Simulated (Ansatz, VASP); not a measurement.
## As in VASP and in Ansatz

```xyz
2
Lattice="1.8797 1.0853 3.3285 -1.8797 1.0853 3.3285 0.0000 -2.1705 3.3285" Properties=species:S:1:pos:R:3 pbc="T T T"
As    0.0000    0.0000    7.6832
As    0.0000    0.0000    2.3023
```

Alike in both runs: functional LDA; k mesh 14 × 14 × 14; occupations gaussian, width 0.05 eV; no spin polarisation.

Ansatz relaxed the structure, and its values are those at the end. VASP's run is a single point on that final structure, the one shown.

|  | VASP | Ansatz |
| --- | --- | --- |
| version | VASP 6.6.1 | Ansatz 0.2.0 |
| potentials or method | VASP PAW LDA potentials, release 64 (As_d), cutoff 510 eV | scalar-relativistic, plane waves, PAW |
| valence electrons in the cell | 30 | 30 |

```csv
,VASP,Ansatz,Ansatz less VASP
gap on the k mesh at the Fermi level (eV),none,none,-
pressure (GPa),0.3,0.0,-0.32
rms of the force components (eV/Å),0.019,0.000,-0.0183
```

LDA's correlation is that of Perdew and Zunger in VASP and of Perdew and Wang (1992) in Ansatz. A gap of «none» marks a metal or a gap that the smearing closes.
